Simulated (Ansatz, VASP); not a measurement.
C in VASP and in Ansatz

The input INCAR:

```
SYSTEM = C
PREC     = Accurate       ! precision mode
ENCUT    = 520            ! plane-wave cutoff, eV
EDIFF    = 1E-6           ! SCF threshold, eV
ISMEAR   = -1             ! smearing method
SIGMA    = 0.1            ! smearing width, eV
LREAL    = .False.        ! projectors in reciprocal space
LASPH    = .True.         ! aspherical terms in the spheres
NELM     = 100            ! most SCF steps
ALGO     = Normal         ! electronic algorithm
ISIF     = 2              ! what is computed and relaxed
LWAVE    = .False.        ! write WAVECAR
LCHARG   = .True.         ! write CHGCAR
GGA      = B5             ! functional
ALDAX    = 1.0          
AGGAX    = 1.0          
AGGAC    = 1.0          
ALDAC    = 0.0          
LELF     = .True.         ! ELF
LVHAR    = .True.       
NBANDS   = 11             ! bands
```

File KPOINTS:

```
Automatic mesh
0
Gamma
  22 22 4
  0 0 0
```

The input POSCAR:

```
C
1.0
    1.8512282066      0.0000000000      0.0000000000
   -0.9256141033      1.6032106552      0.0000000000
    0.0000000000      0.0000000000      9.1580601028
C
2
Direct
    0.3333333333      0.6666666667      0.2500000000
    0.6666666667      0.3333333333      0.7500000000
```

Input for Ansatz:

```yaml
crystal:
  lattice:
    - [1.8512282066, 0.0, 0.0]
    - [-0.9256141033, 1.6032106552, 0.0]
    - [0.0, 0.0, 9.1580601028]
  atoms:
    - { symbol: C, position: [0.3333333333, 0.6666666667, 0.25] }
    - { symbol: C, position: [0.6666666667, 0.3333333333, 0.75] }
hamiltonian:
  xc: blyp
  pseudopotentials:
    kind: paw
    azcp:
      C: "pseudopotentials/C.paw.azcp"
basis:
  ecutwfc: 420
  fft_grid_basis: typed
kpoints:
  mp_grid: { grid: [22, 22, 4], shift: [0, 0, 0] }
magnetization:
  spin_polarized: false
scf:
  occupations: { method: fermi_dirac, width: 0.1 }
  lower_state_search: "off"
output:
  stress: true
  write_density: true
  write_potential: true
  elf: true
  volumetric_format: npy
```

Alike in both runs: task single point; functional BLYP; k mesh 22 × 22 × 4; occupations fermi-dirac, width 0.1 eV; no spin polarisation.

|  | VASP | Ansatz |
| --- | --- | --- |
| version | VASP 6.6.1 | Ansatz 0.2.0 |
| potentials or method | VASP PAW PBE potentials, release 64 (C), cutoff 520 eV | plane waves (420 eV) with PAW, scalar-relativistic |
| valence electrons in the cell | 8 | 8 |

|  | VASP | Ansatz | Ansatz less VASP |
| --- | --- | --- | --- |
| pressure (GPa) | -3.5 | -3.4 | +0.02 |
| traceless stress, the component that is largest in VASP (GPa) | 3.65 | 3.70 | +0.052 |

VASP's potentials were made for PBE, not for BLYP.
